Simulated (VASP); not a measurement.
Set up this calculation in VASP 6.6.1, as the native input.

* Task: single point
* Functional: PBE
* Potentials or basis: VASP PAW PBE potentials, release 64 (Al, Ti_sv)
* Cutoff: 520 eV
* k mesh: 3 × 3 × 3
* Occupations: fermi-dirac, width 0.15 eV
* Spin: no spin polarisation
* Dipole correction: no
* Further INCAR settings: LREAL = Auto; ALGO = Normal; EDIFF = 1e-06; NBANDS = 72

The structure of TiAl30 (a cell with a defect) lies in POSCAR:

```
TiAl30
1.0
    8.1000000000      0.0000000000      0.0000000000
    0.0000000000      8.1000000000      0.0000000000
    0.0000000000      0.0000000000      8.1000000000
Al Ti
30 1
Direct
    0.5000697531     -0.0012992593     -0.0012860494
    0.7550169136      0.2491961728      0.0020217284
    0.7553344444      0.0023456790      0.2488337037
    0.0000670370      0.0025177778      0.0020658025
    0.2451187654      0.2491800000      0.0020437037
    0.5000438272      0.5028876543     -0.0042893827
    0.7502841975      0.7503522222     -0.0016112346
    0.2448074074      0.0023223457      0.2488440741
    0.5000709877      0.2451575309      0.2450276543
    0.7379745679      0.4986404938      0.2473382716
    0.5000809877     -0.0043009877      0.5024365432
    0.7377849383      0.2473196296      0.4986711111
    0.7498818519     -0.0015102469      0.7502338272
    0.0000664198      0.4944972840      0.0178924691
    0.2498419753      0.7503316049     -0.0015972840
    0.2621303704      0.4986107407      0.2473744444
    0.5000565432      0.7561186420      0.2533188889
    0.0000756790      0.0180456790      0.4944439506
    0.2623693827      0.2473030864      0.4986839506
    0.5000730864      0.5060137037      0.5058118519
    0.7588527160      0.7450137037      0.4990303704
    0.2502649383     -0.0015188889      0.7502483951
    0.5000797531      0.2537022222      0.7560992593
    0.7590318519      0.4993177778      0.7447823457
    0.0000665432      0.7461146914      0.2520507407
    0.2412930864      0.7450079012      0.4990501235
    0.0000746914      0.2520070370      0.7463164198
    0.2411019753      0.4992987654      0.7447877778
    0.5000692593      0.7490341975      0.7489904938
    0.0000713580      0.7487460494      0.7482677778
    0.0000402469      0.4686245679      0.4689612346
```

One way to write it, as run:

INCAR

```
ALGO = Normal
EDIFF = 1E-6
ENCUT = 520
GGA = PE
ISIF = 2
ISMEAR = -1
LASPH = T
LCHARG = T
LELF = T
LREAL = Auto
LVHAR = T
LWAVE = F
NBANDS = 72
NELM = 80
PREC = Accurate
SIGMA = 0.15
```

KPOINTS

```
k-points
0
Gamma
  3 3 3
```

Potentials or basis: VASP PAW PBE potentials, release 64 (Al, Ti_sv).

Command:

```bash
$ cat potpaw_PBE.64/Al/POTCAR potpaw_PBE.64/Ti_sv/POTCAR > POTCAR
$ mpirun -np 1 vasp_std > vasp.out
```

Results of the run:

- Pressure: -1.3 GPa
- Largest force: 0.875 eV/Å
- Band gap on the k mesh: zero (bands 51 and 52 overlap by 0.23 eV)

Run time: 26 min on 1 thread of Intel Xeon 8259CL (shared host), peak memory 0.68 GiB.
